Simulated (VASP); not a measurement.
## BeTe: single point with r2SCAN

Crystal: BeTe.

```xyz
2
Lattice="0.0000 2.8284 2.8284 2.8284 0.0000 2.8284 2.8284 2.8284 0.0000" Properties=species:S:1:pos:R:3 pbc="T T T"
Be    0.0000    0.0000    0.0000
Te    1.4142    1.4142    1.4142
```

* Program: VASP 6.6.1
* Task: single point
* Functional: r2SCAN
* Potentials or basis: VASP PAW PBE potentials, release 64 (Be, Te)
* Cutoff: 520 eV
* k mesh: 8 × 8 × 8
* Occupations: fermi-dirac, width 0.02 eV
* Spin: no spin polarisation
* Dipole correction: no
* Further INCAR settings: ALGO = Normal; EDIFF = 1e-06; NBANDS = 11

- Pressure: 0.2 GPa
- Band gap on the k mesh: 2.37 eV, indirect (least direct gap 4.03 eV)

Levels at points of the mesh, in eV from the valence-band top:
| k point | band 2 | band 3 | band 4 | band 5 | band 6 | band 7 |
| --- | --- | --- | --- | --- | --- | --- |
| (0.00, 0.00, 0.00) | 0.00 | 0.00 | 0.00 | 4.03 | 4.03 | 4.03 |
| (0.50, 0.00, 0.00) | -5.68 | -1.15 | -1.15 | 3.52 | 5.02 | 5.02 |
| (0.50, 0.50, 0.00) | -5.27 | -2.70 | -2.70 | 2.37 | 3.01 | 10.49 |

Run time: 51 s on 1 thread of Intel(R) Xeon(R) Platinum 8259CL CPU @ 2.50GHz (Skylake/Cascade Lake) (shared host), peak memory 0.17 GiB.

Caveat: the PAW data sets were made with another functional, which shifts forces and pressure a little; spin-orbit coupling is left out, which moves the levels of the heavy elements. A k mesh can miss the band edges.
